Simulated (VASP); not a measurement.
A run of VASP 6.6.1:

Contents of INCAR:

```
SYSTEM = SrPb2
PREC = Accurate
ENCUT = 520
EDIFF = 1E-7
ISMEAR = 0
SIGMA = 0.1
LREAL = .False.
LASPH = .True.
NELM = 80
ALGO = Normal
ISIF = 2
LWAVE = .False.
LCHARG = .False.
GGA = PE
NBANDS = 47
```

Contents of KPOINTS:

```
regular mesh
0
Gamma
  4 4 4
  0 0 0
```

POSCAR

```
SrPb2
1.0
    0.0000000000      4.5645940613      4.5645940613
    4.5645940613      0.0000000000      4.5645940613
    4.5645940613      4.5645940613      0.0000000000
Sr Pb
2 4
Direct
    0.0000000000      0.0000000000      0.0000000000
    0.2500000000      0.2500000000      0.2500000000
    0.6250000000      0.6250000000      0.6250000000
    0.1250000000      0.6250000000      0.6250000000
    0.6250000000      0.6250000000      0.1250000000
    0.6250000000      0.1250000000      0.6250000000
```

Potentials or basis: VASP PAW PBE potentials, release 64 (Sr_sv, Pb_d).

Command:

```sh
$ cat potpaw_PBE.64/Sr_sv/POTCAR potpaw_PBE.64/Pb_d/POTCAR > POTCAR
$ mpirun -np 1 vasp_std > vasp.out
```

Hardware: 1 thread of Intel Xeon 8259CL (shared host).

Problem. Estimate the wall time of this run.

Solution. Run time: 100 s on 1 thread of Intel Xeon 8259CL, with other jobs on the host, peak memory 0.34 GiB. Counts: scf iterations 14, k points 8.
